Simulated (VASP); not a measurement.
Ti:

```
Ti
1.0
     4.60000    0.00000    0.00000
    -2.30000    3.98372    0.00000
     0.00000    0.00000    2.82000
Ti
3
Direct
  0.00000 0.00000 0.00000
  0.33333 0.66667 0.50000
  0.66667 0.33333 0.50000
```

This isn't the form of Ti at room conditions, which is hcp.

* Program: VASP 6.6.1
* Task: relaxation of cell and atoms
* Functional: PBEsol
* Potentials or basis: VASP PAW PBE potentials, release 64 (Ti_sv)
* Cutoff: 600 eV
* k mesh: 8 × 8 × 11
* Occupations: fermi-dirac, width 0.05 eV
* Spin: no spin polarisation

At the start: pressure -5.1 GPa; volume 17.23 Å³/atom.

Q: Where does the relaxation end?

A: Over 9 steps the energy falls by 13.8 meV/atom and the volume is 16.44 Å³/atom (-4.6 %); space group P6/mmm (No. 191, to 0.1 Å) before and after.

Step by step:
```
step  energy change (eV)  largest force (eV/Å)  pressure (GPa)  volume (Å³)
   1              0.0000                0.0000           -5.12        51.68
   2             -0.0203                0.0000            4.24        47.66
   3             -0.0409                0.0000            0.05        49.28
   4             -0.0409                0.0000            0.16        49.23
   5             -0.0415                0.0000            0.12        49.25
   6             -0.0415                0.0000            0.11        49.25
   7             -0.0415                0.0000            0.10        49.25
   8             -0.0415                0.0000            0.10        49.25
   9             -0.0415                0.0000           -0.02        49.32
```

Final structure:
```xyz
3
Lattice="4.5126 0.0000 0.0000 -2.2563 3.9080 0.0000 0.0000 0.0000 2.7965" Properties=species:S:1:pos:R:3 pbc="T T T"
Ti   -2.2563    3.9080    2.7965
Ti    0.0000    2.6053    1.3983
Ti    2.2563    1.3027    1.3983
```

Caveat: the PAW data sets were made with another functional, which shifts forces and pressure a little.
